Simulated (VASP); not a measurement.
Here is a VASP 6.6.1 calculation.

File INCAR:

```
SYSTEM = ZnCu4
PREC = Accurate ; ENCUT = 520
EDIFF = 1E-6 ; ISMEAR = -1
SIGMA = 0.1 ; LREAL = .False.
LASPH = .True. ; NELM = 100
ALGO = Normal ; ISIF = 2
LWAVE = .False. ; LCHARG = .True.
LDIPOL = .True. ; IDIPOL = 3
DIPOL = 0.5 0.5 0.500 ; GGA = PE
LELF = .True. ; LVHAR = .True.
LVACPOTAV = .True. ; NBANDS = 36
```

The input KPOINTS:

```
Automatic mesh
0
Gamma
  15 15 1
  0 0 0
```

Contents of POSCAR:

```
ZnCu4
1.0
    2.5665139635      0.0000000000      0.0000000000
   -1.2832569818      2.2226662916      0.0000000000
    0.0000000000      0.0000000000     24.3822000000
Zn Cu
1 4
Direct
    0.8333333333      0.1666666667      0.3289492305
    0.1666666667      0.8333333333      0.4141867610
    0.5000000000      0.5000000000      0.4999999962
    0.8333333333      0.1666666667      0.5858132363
    0.1666666667      0.8333333333      0.6710507761
```

Potentials or basis: VASP PAW PBE potentials, release 64 (Zn, Cu).

Run with:

```console
$ cat potpaw_PBE.64/Zn/POTCAR potpaw_PBE.64/Cu/POTCAR > POTCAR
$ mpirun -np 1 vasp_std > vasp.out
```

(1) Estimate the largest force.

(2) Estimate the band gap on the k mesh.

Results:

(1) 0.638 eV/Å.

(2) zero (band 28 reaches 2.82 eV, above the bottom of band 29 at -1.27 eV).
